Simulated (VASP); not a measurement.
# Pd (Im-3m) in VASP: further runs, part 2 of 2

VASP 6.6.1. The steps go on from the part before.

## 5. Single point, PBE

This run uses another cell than the first one, of 15.55 Å³/atom, 1.043 times its volume.

INCAR

```
ALGO = Normal
EDIFF = 1E-6
ENCUT = 520
GGA = PE
ISIF = 2
ISMEAR = 0
LASPH = True
LCHARG = False
LREAL = False
LWAVE = False
NBANDS = 11
NELM = 80
PREC = Accurate
SIGMA = 0.028000000000000004
```

KPOINTS

```
k-points
0
Gamma
  12 12 12
```

POSCAR

```
Pd
1.0
   -1.5722810000      1.5722810000      1.5722810000
    1.5722810000     -1.5722810000      1.5722810000
    1.5722810000      1.5722810000     -1.5722810000
Pd
1
Direct
    0.0000000000      0.0000000000      0.0000000000
```

Potentials or basis: VASP PAW PBE potentials, release 64 (Pd).

Run with:

```sh
$ cat potpaw_PBE.64/Pd/POTCAR > POTCAR
$ mpirun -np 1 vasp_std > vasp.out
```

OUTCAR:

```text
EDIFF = 1E-6
   ENCUT = 520
   GGA = PE
   ISIF = 2
   ISMEAR = 0
   LASPH = True
   LREAL = False
   NELM = 80
   PREC = Accurate

 ion  position               nearest neighbor table
   1  0.000  0.000  0.000-

  LATTYP: Found a body centered cubic cell.
 ALAT       =     3.1445620000

  Lattice vectors:

 A1 = (  -1.5722810000,   1.5722810000,   1.5722810000)
 A2 = (   1.5722810000,  -1.5722810000,   1.5722810000)
 A3 = (   1.5722810000,   1.5722810000,  -1.5722810000)

Analysis of symmetry for initial positions (statically):
=====================================================================
 Subroutine PRICEL returns:
 Original cell was already a primitive cell.

 Routine SETGRP: Setting up the symmetry group for a
 body centered cubic supercell.

 Subroutine GETGRP returns: Found 48 space group operations
 (whereof 48 operations were pure point group operations)
 out of a pool of 48 trial point group operations.

The static configuration has the point symmetry O_h .

Analysis of symmetry for dynamics (positions and initial velocities):
=====================================================================
 Subroutine PRICEL returns:
 Original cell was already a primitive cell.

 Routine SETGRP: Setting up the symmetry group for a
 body centered cubic supercell.

 Subroutine GETGRP returns: Found 48 space group operations
 (whereof 48 operations were pure point group operations)
 out of a pool of 48 trial point group operations.

The dynamic configuration has the point symmetry O_h .

 Subroutine INISYM returns: Found 48 space group operations
 (whereof 48 operations are pure point group operations),
 and found     1 'primitive' translations

----------------------------------------------------------------------------------------

[... 112 lines left out ...]
  Fermi-wavevector in a.u.,A,eV,Ry     =   1.413160  2.670485 27.171123  1.997021
  Thomas-Fermi vector in A             =   2.534834
   LORBIT       =      0    0 simple, 1 ext, 2 COOP (PROOUT), +10 PAW based schemes
   GGA     = PE    functional components
   LHFCALC =     F    Hartree Fock is set to
   AEXX    =    0.0000 exact exchange contribution
   IVDW    =     0    specifies the selected vdW correction
   LEPSILON=     F    determine dielectric tensor
   LRPA    =     F    only Hartree local field effects (RPA)
 non-spin polarized calculation
 Gauss-broadening in eV      SIGMA  =   0.03
  energy-cutoff  :      520.00
  volume of cell :       15.55
 maximum number of plane-waves:       430
   NGX = 11   NGY = 11   NGZ = 11

 number of electron      10.0000005 magnetization

 Free energy of the ion-electron system (eV)
  ---------------------------------------------------
  ext. energy  EPLUGINS =         0.00000000
  ---------------------------------------------------
  free energy    TOTEN  =        -5.17552439 eV

  energy without entropy =       -5.17469216  energy(sigma->0) =       -5.17510827

 E-fermi :   8.8869     XC(G=0): -12.8540

 val. band max:        8.8786293525   @ k =  -0.4167   0.4167   0.3333
 cond. band min:       8.8891533410   @ k =  -0.4167   0.4167   0.4167
 fundamental gap:      0.0105239885
 Fermi energy:         8.8868821468

 k-point     1 :       0.0000    0.0000    0.0000
  band No.  band energies     occupation
      1       2.1889      2.00000
      2       6.1910      2.00000
      3       6.1910      2.00000
      4       6.1910      2.00000
      5       8.0318      2.00000
      6       8.0318      2.00000
      7      28.1922      0.00000
      8      28.1922      0.00000
      9      28.1922      0.00000
     10      36.1420      0.00000
     11      36.2090      0.00000
[... 309 lines left out ...]
 k-point    24 :       0.4167    0.0833    0.0833
  band No.  band energies     occupation
      1       4.3712      2.00000
      2       5.0873      2.00000
      3       7.9241      2.00000
      4       8.0378      2.00000
      5       8.2562      2.00000
      6      12.4235      0.00000
      7      16.4288      0.00000
      8      23.1999      0.00000
      9      23.9695      0.00000
     10      32.9728      0.00000
     11      35.4071      0.00000

 [... further k-points ...]

------------------------ aborting loop because EDIFF is reached ----------------------------------------

  FORCE on cell =-STRESS in cart. coord.  units (eV):
  Direction    XX          YY          ZZ          XY          YZ          ZX
  --------------------------------------------------------------------------------------
  -------------------------------------------------------------------------------------
  Total       -0.1470783     -0.1470783     -0.1470783     -0.0000000     -0.0000000      0.0000000
  in kB      -15.1568386    -15.1568386    -15.1568386     -0.0000000     -0.0000000      0.0000000
  external PRESSURE =     -15.1568386 kB  Pullay stress =       0.0000000 kB

 VOLUME and BASIS-vectors are now :
 -----------------------------------------------------------------------------
  energy-cutoff  :      520.00
  volume of cell :       15.55
      direct lattice vectors                 reciprocal lattice vectors
    -1.572281000  1.572281000  1.572281000     0.000000000  0.318009313  0.318009313
     1.572281000 -1.572281000  1.572281000     0.318009313  0.000000000  0.318009313
     1.572281000  1.572281000 -1.572281000     0.318009313  0.318009313  0.000000000

 POSITION                                       TOTAL-FORCE (eV/Angst)
 -----------------------------------------------------------------------------------
      0.00000      0.00000      0.00000         0.000000      0.000000     -0.000000
 -----------------------------------------------------------------------------------
    total drift:                                0.000000     -0.000000      0.000000

  FREE ENERGIE OF THE ION-ELECTRON SYSTEM (eV)
  ---------------------------------------------------
  free  energy   TOTEN  =        -5.1755243908 eV

  energy  without entropy=       -5.1746921579  energy(sigma->0) =       -5.17510827
```

OSZICAR:

```text
N       E                     dE             d eps       ncg     rms          rms(c)
DAV:   1     0.423387720697E+02    0.42339E+02   -0.50685E+03  1600   0.841E+02
DAV:   2    -0.484299120519E+01   -0.47182E+02   -0.45761E+02  1777   0.182E+02
DAV:   3    -0.542622175034E+01   -0.58323E+00   -0.58113E+00  1910   0.215E+01
DAV:   4    -0.542888904845E+01   -0.26673E-02   -0.26670E-02  1910   0.155E+00
DAV:   5    -0.542891992250E+01   -0.30874E-04   -0.30874E-04  2068   0.148E-01    0.657E+00
DAV:   6    -0.518597793410E+01    0.24294E+00   -0.10714E+00  1929   0.827E+00    0.322E+00
DAV:   7    -0.517855413667E+01    0.74238E-02   -0.61902E-03  1966   0.649E-01    0.177E+00
DAV:   8    -0.517551946136E+01    0.30347E-02   -0.95523E-04  1950   0.214E-01    0.473E-02
DAV:   9    -0.517552097073E+01   -0.15094E-05   -0.73252E-06  2019   0.236E-02    0.112E-02
DAV:  10    -0.517552443797E+01   -0.34672E-05   -0.13775E-06  1943   0.113E-02    0.760E-04
DAV:  11    -0.517552439079E+01    0.47189E-07   -0.31511E-08  1227   0.140E-03
   1 F= -.51755244E+01 E0= -.51751083E+01  d E =-.832233E-03
```

stdout:

```text
POSCAR found type information on POSCAR Pd
 POSCAR found :  1 types and       1 ions
 scaLAPACK will be used
 LDA part: xc-table for (Slater+PW92), standard interpolation
 POSCAR, INCAR and KPOINTS ok, starting setup
 FFT: planning ... GRIDC
 FFT: planning ... GRID_SOFT
 FFT: planning ... GRID
 WAVECAR not read
 entering main loop
```

Run time: 5.9 s. Hardware: 1 thread of Intel Xeon 6975P-C (Granite Rapids), shared host; peak memory 0.13 GiB.

Results:

```
Free energy            : -5.1755 eV
Pressure               : -1.5 GPa
Band gap on the k mesh : zero (band 5 reaches 9.47 eV, above the bottom of band 6 at 7.93 eV)
```

Levels at points of the mesh, in eV from the Fermi level:
| k point | band 2 | band 3 | band 4 | band 5 | band 6 | band 7 | band 8 | band 9 |
| --- | --- | --- | --- | --- | --- | --- | --- | --- |
| (0.00, 0.00, 0.00) | -2.70 | -2.70 | -2.70 | -0.86 | -0.86 | 19.31 | 19.31 | 19.31 |
| (0.50, 0.00, 0.00) | -3.80 | -0.93 | -0.64 | 0.58 | 1.53 | 7.56 | 15.06 | 17.40 |
| (0.50, 0.50, 0.50) | -4.79 | 0.23 | 0.23 | 0.23 | 9.09 | 9.09 | 9.09 | 16.94 |

## 6. Relaxation of cell and atoms, BLYP+D4

This run uses another cell than the first one, of 15.55 Å³/atom, 1.043 times its volume.

INCAR

```
SYSTEM = Pd
PREC     = Accurate       ! precision mode
ENCUT    = 600            ! plane-wave cutoff, eV
EDIFF    = 1E-7           ! SCF threshold, eV
ISMEAR   = -1             ! smearing method
SIGMA    = 0.05           ! smearing width, eV
LREAL    = .FALSE.        ! projectors in reciprocal space
LASPH    = .TRUE.         ! aspherical terms in the spheres
NELM     = 60             ! most SCF steps
ALGO     = Normal         ! electronic algorithm
ISIF     = 3              ! what is computed and relaxed
LWAVE    = .FALSE.        ! write WAVECAR
LCHARG   = .FALSE.        ! write CHGCAR
GGA      = B5             ! functional
ALDAX    = 1.0          
AGGAX    = 1.0          
AGGAC    = 1.0          
ALDAC    = 0.0          
IVDW     = 13             ! dispersion correction
VDW_S6   = 1.0          
VDW_S8   = 2.34076671   
VDW_A1   = 0.44488865   
VDW_A2   = 4.0933009    
IBRION   = 2              ! ionic algorithm
NSW      = 60             ! ionic steps
EDIFFG   = -0.01          ! ionic threshold
```

KPOINTS

```
regular mesh
0
G
  12 12 12
  0 0 0
```

POSCAR is that of step 5.

Potentials or basis: VASP PAW PBE potentials, release 64 (Pd).

Run with:

```sh
$ cat potpaw_PBE.64/Pd/POTCAR > POTCAR
$ mpirun -np 1 vasp_std > vasp.out
```

It took 8.7 s on 1 thread of Intel Xeon 6975P-C (Granite Rapids), shared host; peak memory 0.15 GiB.

Results (log left out):

* Free energy: -5.2257 eV
* Pressure after relaxing: -0.1 GPa
* Band gap on the k mesh: zero (band 5 reaches 9.98 eV, above the bottom of band 6 at 8.42 eV)
* Dispersion energy per atom: -0.897 eV

Final structure:
```
CELL_PARAMETERS angstrom
-1.57228 1.57228 1.57228
1.57228 -1.57228 1.57228
1.57228 1.57228 -1.57228
ATOMIC_POSITIONS crystal
Pd 0.00000 0.00000 0.00000
```

Levels at points of the mesh, in eV from the Fermi level:
```
           k point  band 3  band 4  band 5  band 6  band 7  band 8
(0.00, 0.00, 0.00)   -2.74   -2.74   -0.90   -0.90   19.55   19.55
(0.50, 0.00, 0.00)   -0.97   -0.69    0.56    1.74    7.57   15.27
(0.50, 0.50, 0.50)    0.20    0.20    0.20    9.17    9.17    9.17
```

Caveat: the relaxation stopped at its first step, so nothing moved; the PAW data sets were made with another functional, which shifts forces and pressure a little; pairwise dispersion overbinds metals, which lowers pressure and volume.

## 7. Summary

```tsv
task	level	cell	cutoff (eV)	smearing	gap on the mesh (eV)	pressure (GPa)
single point	BLYP+D3(BJ)	a = 2.686 Å, angles 109.5°, 1 atom	520	fermi-dirac 0.05 eV	none	0.4
single point	BLYP+D4	a = 2.721 Å, angles 109.5°, 1 atom	520	fermi-dirac 0.05 eV	none	0.3
single point	PBE	a = 2.723 Å, angles 109.5°, 1 atom	520	gaussian 0.027 eV	none	-1.5
single point	PBE	a = 2.723 Å, angles 109.5°, 1 atom	520	gaussian 0.028 eV	none	-1.5
relaxation of cell and atoms	BLYP+D4	relaxed from a = 2.723 Å, angles 109.5°, 1 atom	600	fermi-dirac 0.05 eV	none	-0.1
```

Alike in all rows: potentials or basis VASP PAW PBE potentials, release 64 (Pd); no spin polarisation; k mesh 12 × 12 × 12.

Caveats: the PAW data sets were made with another functional, which shifts forces and pressure a little (some runs); pairwise dispersion overbinds metals, which lowers pressure and volume (some runs); the relaxation stopped at its first step, so nothing moved (some runs).

Total energies depend on the potentials used, so only differences within one code and one set of settings carry meaning.
